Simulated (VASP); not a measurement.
Here is a VASP 6.6.1 calculation.

File INCAR:

```
PREC = Accurate
ENCUT = 520
EDIFF = 1E-6
ISMEAR = -1
SIGMA = 0.1
LREAL = False
LASPH = True
NELM = 60
ALGO = Normal
ISIF = 2
LWAVE = False
LCHARG = False
GGA = PE
NBANDS = 14
```

KPOINTS

```
Automatic mesh
0
Gamma
  18 18 18
```

Contents of POSCAR:

```
Bi
1.0
   -2.0446507920      2.0446507920      2.0446507920
    2.0446507920     -2.0446507920      2.0446507920
    2.0446507920      2.0446507920     -2.0446507920
Bi
1
Direct
    0.0000000000      0.0000000000      0.0000000000
```

Potentials or basis: VASP PAW PBE potentials, release 64 (Bi_d).

The run is started by

```bash
$ cat potpaw_PBE.64/Bi_d/POTCAR > POTCAR
$ mpirun -np 1 vasp_std > vasp.out
```

Task: What does it give for the pressure?

Result: -3.4 GPa.

Task: What does it give for the band gap on the k mesh?

Result: Zero (an odd number of electrons rules out a gap without spin polarisation).

Caveat: the cell stands under tension; spin-orbit coupling is left out, which moves the levels of the heavy elements.
